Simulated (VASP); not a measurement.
Here is a VASP 6.6.1 calculation.

INCAR

```
SYSTEM = K3OF
PREC = Accurate ; ENCUT = 520
EDIFF = 1E-6 ; ISMEAR = 0
SIGMA = 0.01 ; LREAL = .False.
LASPH = .True. ; NELM = 80
ALGO = Normal ; ISIF = 2
LWAVE = .False. ; LCHARG = .False.
GGA = PE ; NBANDS = 28
```

The input KPOINTS:

```
regular mesh
0
Gamma
  4 4 4
  0 0 0
```

The input POSCAR:

```
K3OF
1.0
    5.1799489301      0.0000000000      0.0000000000
    0.0000000000      5.1799489301      0.0000000000
    0.0000000000      0.0000000000      5.1799489301
F O K
1 1 3
Direct
    0.0000000000      0.0000000000      0.0000000000
    0.5000000000      0.5000000000      0.5000000000
    0.5000000000      0.5000000000      0.0000000000
    0.5000000000      0.0000000000      0.5000000000
    0.0000000000      0.5000000000      0.5000000000
```

Potentials or basis: VASP PAW PBE potentials, release 64 (F, O, K_sv).

Command:

```sh
$ cat potpaw_PBE.64/F/POTCAR potpaw_PBE.64/O/POTCAR potpaw_PBE.64/K_sv/POTCAR > POTCAR
$ mpirun -np 1 vasp_std > vasp.out
```

(1) Predict the pressure.

(2) Predict the band gap on the k mesh.

## Answers

(1) -0.5 GPa.

(2) 0.87 eV, direct.
